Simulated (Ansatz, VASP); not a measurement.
# PbSe: VASP beside Ansatz

INCAR

```
SYSTEM = PbSe
PREC = Accurate
ENCUT = 520
EDIFF = 1E-8
ISMEAR = -1
SIGMA = 0.02
LREAL = .FALSE.
LASPH = .TRUE.
NELM = 60
ALGO = Normal
ISIF = 2
LWAVE = .FALSE.
LCHARG = .FALSE.
GGA = PS
LEFG = .TRUE.
NBANDS = 17
```

KPOINTS

```
regular mesh
0
G
  7 7 7
  0 0 0
```

File POSCAR:

```
PbSe
1.0
    0.0000000000      3.0621500000      3.0009070000
    3.0621500000      0.0000000000      3.0009070000
    3.0621500000      3.0621500000      0.0000000000
Pb Se
1 1
Direct
    0.0000000000      0.0000000000      0.0000000000
    0.5000000000      0.5000000000      0.5000000000
```

Input for Ansatz:

```yaml
crystal:
  lattice:
    - [0.0, 3.06215, 3.000907]
    - [3.06215, 0.0, 3.000907]
    - [3.06215, 3.06215, 0.0]
  atoms:
    - { symbol: Pb, position: [0.0, 0.0, 0.0] }
    - { symbol: Se, position: [0.5, 0.5, 0.5] }
kpoints:
  mp_grid: { grid: [7, 7, 7] }
scf:
  occupations: { method: fermi_dirac, width: 0.02 }
hamiltonian:
  xc: pbesol
  pseudopotentials: { kind: all_electron, datasets: crystal }
output:
  forces: true
  stress: true
  eigenvalues: true
  efg: { contact_densities: true }
```

Change from the starting cell: zz strain of -2 %, crystal datasets.

Alike in both runs: task electric field gradients; functional PBEsol; k mesh 7 × 7 × 7; occupations fermi-dirac, width 0.02 eV; no spin polarisation.

|  | VASP | Ansatz |
| --- | --- | --- |
| version | VASP 6.6.1 | Ansatz 0.2.0 |
| potentials or method | VASP PAW PBE potentials, release 64 (Pb_d, Se), cutoff 520 eV | all-electron PAW with datasets made for the crystal, scalar-relativistic |

```csv
,VASP,Ansatz,Ansatz less VASP
gap on the k mesh at the Fermi level (eV),0.80,0.80,-0.001
pressure (GPa),0.5,0.5,0.00
"traceless stress, the component that is largest in VASP (GPa)",1.84,1.83,-0.009
size of Vzz on the site where it differs most (V/Å²),63.7,68.3,+4.69
```

VASP's potentials were made for PBE, not for PBEsol. Ansatz ran all-electron here, and VASP with PAW potentials.

Spin-orbit coupling is off throughout.
